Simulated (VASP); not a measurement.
# Na (Pm-3m) in VASP: further runs, part 2 of 2

VASP 6.6.1. The steps go on from the part before.

### Step 5. Relaxation of cell and atoms, PBE, target pressure 5.1 GPa, at which the enthalpy is minimised

This run uses another cell than the first one, of 27.20 Å³/atom.

Contents of INCAR:

```
SYSTEM = Na
ALGO = Normal ; EDIFF = 1E-6
EDIFFG = -0.005 ; ENCUT = 600
GGA = PE ; IBRION = 2
ISIF = 3 ; ISMEAR = -1
LASPH = .True. ; LCHARG = .False.
LREAL = .False. ; LWAVE = .False.
NELM = 100 ; NSW = 60
PREC = Accurate ; PSTRESS = 51.0
SIGMA = 0.1
```

Contents of KPOINTS:

```
k-points
0
Gamma
  13 13 13
  0 0 0
```

Contents of POSCAR:

```
Na
1.0
    3.0074280520      0.0000000000      0.0000000000
    0.0000000000      3.0074280520      0.0000000000
    0.0000000000      0.0000000000      3.0074280520
Na
1
Direct
    0.0000000000      0.0000000000      0.0000000000
```

Potentials or basis: VASP PAW PBE potentials, release 64 (Na_pv).

Run with:

```console
$ cat potpaw_PBE.64/Na_pv/POTCAR > POTCAR
$ mpirun -np 1 vasp_std > vasp.out
```

OUTCAR:

```text
SYSTEM = Na
   EDIFF = 1E-6
   EDIFFG = -0.005
   ENCUT = 600
   GGA = PE
   IBRION = 2
   ISIF = 3
   ISMEAR = -1
   LASPH = .True.
   LREAL = .False.
   NELM = 100
   NSW = 60
   PREC = Accurate
   PSTRESS = 51.0

 ion  position               nearest neighbor table
   1  0.000  0.000  0.000-

  LATTYP: Found a simple cubic cell.
 ALAT       =     3.0074280520

  Lattice vectors:

 A1 = (   3.0074280520,   0.0000000000,   0.0000000000)
 A2 = (   0.0000000000,   3.0074280520,   0.0000000000)
 A3 = (   0.0000000000,   0.0000000000,   3.0074280520)

Analysis of symmetry for initial positions (statically):
=====================================================================
 Subroutine PRICEL returns:
 Original cell was already a primitive cell.

 Routine SETGRP: Setting up the symmetry group for a
 simple cubic supercell.

 Subroutine GETGRP returns: Found 48 space group operations
 (whereof 48 operations were pure point group operations)
 out of a pool of 48 trial point group operations.

The static configuration has the point symmetry O_h .

Analysis of symmetry for dynamics (positions and initial velocities):
=====================================================================
 Subroutine PRICEL returns:
 Original cell was already a primitive cell.

 Routine SETGRP: Setting up the symmetry group for a
 simple cubic supercell.

 Subroutine GETGRP returns: Found 48 space group operations
 (whereof 48 operations were pure point group operations)
 out of a pool of 48 trial point group operations.

The dynamic configuration has the point symmetry O_h .

 Subroutine INISYM returns: Found 48 space group operations
 (whereof 48 operations are pure point group operations),
 and found     1 'primitive' translations

----------------------------------------------------------------------------------------

                                     Primitive cell

  volume of cell :      27.2011

  direct lattice vectors                    reciprocal lattice vectors
     3.007428052  0.000000000  0.000000000     0.332510033  0.000000000  0.000000000
     0.000000000  3.007428052  0.000000000     0.000000000  0.332510033  0.000000000
     0.000000000  0.000000000  3.007428052     0.000000000  0.000000000  0.332510033

  length of vectors
     3.007428052  3.007428052  3.007428052     0.332510033  0.332510033  0.332510033

  position of ions in fractional coordinates (direct lattice)
     0.000000000  0.000000000  0.000000000

  ion indices of the primitive-cell ions
   primitive index   ion index
                 1           1

----------------------------------------------------------------------------------------

 KPOINTS: k-points

Automatic generation of k-mesh.
 Grid dimensions read from file:
 generate k-points for:   13   13   13

 Generating k-lattice:

  Cartesian coordinates                     Fractional coordinates (reciprocal lattice)
     0.025577695  0.000000000  0.000000000     0.076923077  0.000000000  0.000000000
[... 39 lines left out ...]
  0.384615  0.307692  0.000000     24.000000
 [... further k-points ...]
   k-points           NKPTS =     84   k-points in BZ     NKDIM =     84   number of bands    NBANDS=      7
   number of dos      NEDOS =    301   number of ions     NIONS =      1
   total plane-waves  NPLWV =  13824
   dimension x,y,z NGX =    24 NGY =   24 NGZ =   24
   dimension x,y,z NGXF=    48 NGYF=   48 NGZF=   48
   ions per type =               1
   NGX,Y,Z   is equivalent  to a cutoff of  13.27, 13.27, 13.27 a.u.
   NGXF,Y,Z  is equivalent  to a cutoff of  26.53, 26.53, 26.53 a.u.
 SYSTEM =  Na
   PREC   = accura    normal or accurate (medium, high low for compatibility)
   ISTART =      0    job   : 0-new  1-cont  2-samecut
   ICHARG =      2    charge: 1-file 2-atom 10-const
   ISPIN  =      1    spin polarized calculation?
   LNONCOLLINEAR =      F non collinear calculations
   LSORBIT =      F    spin-orbit coupling
   LASPH  =      T    aspherical Exc in radial PAW
   ENCUT  =  600.0 eV  44.10 Ry    6.64 a.u.   6.01  6.01  6.01*2*pi/ulx,y,z
   NELM   =    100;   NELMIN=  2; NELMDL= -5     # of ELM steps
   EDIFF  = 0.1E-05   stopping-criterion for ELM
   LREAL  =      F    real-space projection
   EDIFFG = -.5E-02   stopping-criterion for IOM
   NSW    =     60    number of steps for IOM
   IBRION =      2    ionic relax: 0-MD 1-quasi-New 2-CG
   NFREE  =      1    steps in history (QN), initial steepest desc. (CG)
   ISIF   =      3    stress and relaxation
   ISYM   =      2    0-nonsym 1-usesym 2-fastsym
   POTIM  = 0.5000    time-step for ionic-motion
   TEBEG  =    0.0;   TEEND  =   0.0 temperature during run
   PSTRESS=   51.0 pullay stress
   NELECT =       7.0000    total number of electrons
   NUPDOWN=      -1.0000    fix difference up-down
   EMIN   =  10.00;   EMAX   =-10.00  energy-range for DOS
   EFERMI =   0.00;   METHOD = LEGACY
   ISMEAR =    -1;   SIGMA  =   0.10  broadening in eV -4-tet -1-fermi 0-gaus
   EFERMI_NEDOS =   21; number of points for ismear=-14 and -15
   IALGO  =     38    algorithm
   IMIX   =      4    mixing-type and parameters
     AMIX     =   0.40;   BMIX     =  1.00
     AMIX_MAG =   1.60;   BMIX_MAG =  1.00
  volume/ion in A,a.u.               =      27.20       183.56
  Fermi-wavevector in a.u.,A,eV,Ry     =   1.041307  1.967786 14.753083  1.084321
  Thomas-Fermi vector in A             =   2.175922
   LORBIT       =      0    0 simple, 1 ext, 2 COOP (PROOUT), +10 PAW based schemes
   GGA     = PE    functional components
   LHFCALC =     F    Hartree Fock is set to
   AEXX    =    0.0000 exact exchange contribution
   IVDW    =     0    specifies the selected vdW correction
   LEPSILON=     F    determine dielectric tensor
   LRPA    =     F    only Hartree local field effects (RPA)
 conjugate gradient relaxation of ions
 non-spin polarized calculation
  energy-cutoff  :      600.00
  volume of cell :       27.20
 maximum number of plane-waves:       926
   NGX = 13   NGY = 13   NGZ = 13

--------------------------------------- Ionic step        1  -------------------------------------------

 number of electron       6.9999982 magnetization

 Free energy of the ion-electron system (eV)
  ---------------------------------------------------
  ext. energy  EPLUGINS =         0.00000000
  ---------------------------------------------------
  free energy    TOTEN  =        -1.06209489 eV

  energy without entropy =       -1.04793964  energy(sigma->0) =       -1.05501727

------------------------ aborting loop because EDIFF is reached ----------------------------------------

  FORCE on cell =-STRESS in cart. coord.  units (eV):
  Direction    XX          YY          ZZ          XY          YZ          ZX
  --------------------------------------------------------------------------------------
  -------------------------------------------------------------------------------------
  Total        0.7876821      0.7876821      0.7876821      0.0000000      0.0000000     -0.0000000
  in kB       46.3954964     46.3954964     46.3954964      0.0000000      0.0000000     -0.0000000
  external PRESSURE =      -4.6045036 kB  Pullay stress =      51.0000000 kB
[... 172 lines left out ...]
--------------------------------------- Ionic step        6  -------------------------------------------

 number of electron       6.9999988 magnetization

 Free energy of the ion-electron system (eV)
  ---------------------------------------------------
  ext. energy  EPLUGINS =         0.00000000
  ---------------------------------------------------
  free energy    TOTEN  =        -1.04822611 eV

  energy without entropy =       -1.03418806  energy(sigma->0) =       -1.04120709

 E-fermi :   1.5005     XC(G=0):  -7.4186

 val. band max:        1.4800400728   @ k =   0.4615   0.1538   0.0769
 cond. band min:       1.5238884561   @ k =   0.3846   0.3077   0.0000
 fundamental gap:      0.0438483833
 Fermi energy:         1.5004660185

 k-point     1 :       0.0000    0.0000    0.0000
  band No.  band energies     occupation
      1     -23.5172      2.00000
      2     -23.5172      2.00000
      3     -23.5172      2.00000
      4      -2.5407      2.00000
      5      11.5038      0.00000
      6      11.5038      0.00000
      7      13.9203      0.00000
[... 221 lines left out ...]
 k-point    24 :       0.3846    0.3077    0.0000
  band No.  band energies     occupation
      1     -23.6434      2.00000
      2     -23.6087      2.00000
      3     -23.4958      2.00000
      4       1.5239      0.88342
      5       5.2561      0.00000
      6       7.6994      0.00000
      7      11.3278      0.00000

 [... further k-points ...]

------------------------ aborting loop because EDIFF is reached ----------------------------------------

  FORCE on cell =-STRESS in cart. coord.  units (eV):
  Direction    XX          YY          ZZ          XY          YZ          ZX
  --------------------------------------------------------------------------------------
  -------------------------------------------------------------------------------------
  Total        0.8519645      0.8519645      0.8519645      0.0000000      0.0000000     -0.0000000
  in kB       51.0310151     51.0310151     51.0310151      0.0000000      0.0000000     -0.0000000
  external PRESSURE =       0.0310151 kB  Pullay stress =      51.0000000 kB
[... 20 lines left out ...]
  energy  without entropy=       -1.0341880605  energy(sigma->0) =       -1.04120709

  enthalpy is  TOTEN    =        -0.1967793732 eV   P V=        0.8514467391

 reached required accuracy - stopping structural energy minimisation
```

CONTCAR:

```text
Na
   1.00000000000000
     2.9906525779785502    0.0000000000000000   -0.0000000000000000
     0.0000000000000000    2.9906525779785502    0.0000000000000000
    -0.0000000000000000    0.0000000000000000    2.9906525779785502
  Na
     1
Direct
     0.0000000000000000    0.0000000000000000    0.0000000000000000

  0.00000000E+00  0.00000000E+00  0.00000000E+00
```

It took 42 s on 1 thread of Intel Xeon 8259CL, shared host; peak memory 0.14 GiB.

What came out:

```yaml
Free_energy: -1.0482 eV
Relaxed_volume: 26.75 Å³/atom
Relaxed_cell: a = 2.991 Å, b = 2.991 Å, c = 2.991 Å, α = 90.00°, β = 90.00°, γ = 90.00°
Space_group_after_relaxing_to_0.1_Å: Pm-3m (No. 221)
Energy_change_on_relaxing_the_run_minimises_the_enthalpy: +13.9 meV/atom
Ionic_steps: 6
Pressure_after_relaxing: 5.1 GPa
Band_gap_on_the_k_mesh: zero (an odd number of electrons rules out a gap without spin polarisation)
```

Step by step:
```csv
step,energy change (eV),largest force (eV/Å),pressure (GPa),volume (Å³)
1,0.0000,0.0000,4.64,27.20
2,0.0093,0.0000,5.04,26.89
3,0.0110,0.0000,5.03,26.84
4,0.0144,0.0000,5.13,26.73
5,0.0133,0.0000,5.07,26.77
6,0.0139,0.0000,5.10,26.75
```

Final structure:
```yaml
crystal:
  lattice:
    - [2.99065, 0.00000, 0.00000]
    - [0.00000, 2.99065, 0.00000]
    - [0.00000, 0.00000, 2.99065]
  atoms:
    - { symbol: Na, position: [0.00000, 0.00000, 0.00000] }
```

Caveat: the cell is relaxed towards a set pressure, so the run minimises the enthalpy, not the energy.

### Step 6. Summary

```csv
task,cell,cutoff (eV),gap on the mesh (eV),pressure (GPa)
single point,"a = 2.990 Å, 1 atom",520,none,5.1
relaxation of cell and atoms,"relaxed to 5.1 GPa from a = 2.990 Å, 1 atom",600,none,5.1
relaxation of cell and atoms,"relaxed to 5.1 GPa from a = 3.007 Å, 1 atom",600,none,5.1
```

Alike in all rows: level PBE; potentials or basis VASP PAW PBE potentials, release 64 (Na_pv); no spin polarisation; k mesh 13 × 13 × 13; smearing fermi-dirac 0.1 eV.

Caveats: the cell is relaxed towards a set pressure, so the run minimises the enthalpy, not the energy (at least some runs); the cell stands under pressure (at least some runs); the relaxation stopped at its first step, so nothing moved (at least some runs).

Absolute energies hang on the potentials; compare differences alone.
